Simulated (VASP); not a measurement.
SnO2: single point with PBE

SnO2:

```xyz
6
Lattice="4.7374 0.0000 0.0000 0.0000 4.7374 0.0000 0.0000 0.0000 3.1864" Properties=species:S:1:pos:R:3 pbc="T T T"
Sn    0.0265    0.0265    0.0000
Sn    2.3687    2.3687    1.5932
O     1.4478    1.4478    0.0000
O     0.9208    3.8165    1.5932
O     3.2895    3.2895    0.0000
O     3.8165    0.9208    1.5932
```

This cell differs from its parent crystal: atom 1 (Sn) moved +0.037 Å towards its neighbour atom 3 (O) at 2.048 Å.

```yaml
Program: VASP 6.6.1
Task: single point
Functional: PBE
Potentials_or_basis: VASP PAW PBE potentials, release 64 (Sn_d, O)
Cutoff: 520 eV
k_mesh: 6 × 6 × 8
Occupations: gaussian, width 0.05 eV
Spin: no spin polarisation
Dipole_correction: no
Further_INCAR_settings: ALGO = Normal; EDIFF = 1e-06; NBANDS = 35
```

The pressure is 11.6 GPa, the largest force is 0.947 eV/Å and the band gap on the k mesh is 1.23 eV.

Forces on the atoms (eV/Å):
```
Sn  -0.670 -0.670  0.000
Sn   0.250  0.250  0.000
O    0.193  0.193  0.000
O    0.046 -0.021  0.000
O    0.203  0.203  0.000
O   -0.021  0.046  0.000
```

Stress tensor (GPa, compression positive):
```
10.81  0.22  0.00
 0.22 10.81  0.00
 0.00  0.00 13.24
```

Levels at points of the mesh, in eV from the valence-band top:
```
           k point  band 24  band 25  band 26  band 27  band 28  band 29
(0.00, 0.00, 0.00)    -0.81    -0.79     0.00     1.23     6.17     6.32
(0.50, 0.00, 0.00)    -1.16    -0.71    -0.57     4.42     4.44     7.08
(0.50, 0.50, 0.00)    -1.32    -0.92    -0.91     4.86     4.86     7.53
(0.00, 0.00, 0.50)    -1.68    -1.27    -1.23     6.18     6.18     9.74
(0.50, 0.00, 0.50)    -1.12    -0.71    -0.70     6.46     6.46     8.05
(0.50, 0.50, 0.50)    -0.97    -0.85    -0.78     4.82     4.83     8.92
```

It took 2.4 min on 1 thread of Intel Xeon 8259CL, with other jobs on the host, peak memory 0.26 GiB.

Caveat: the cell differs from its parent crystal (atom 1 (Sn) moved +0.037 Å towards its neighbour atom 3 (O) at 2.048 Å); the cell stands under pressure; spin-orbit coupling is left out, which moves the levels of the heavy elements.
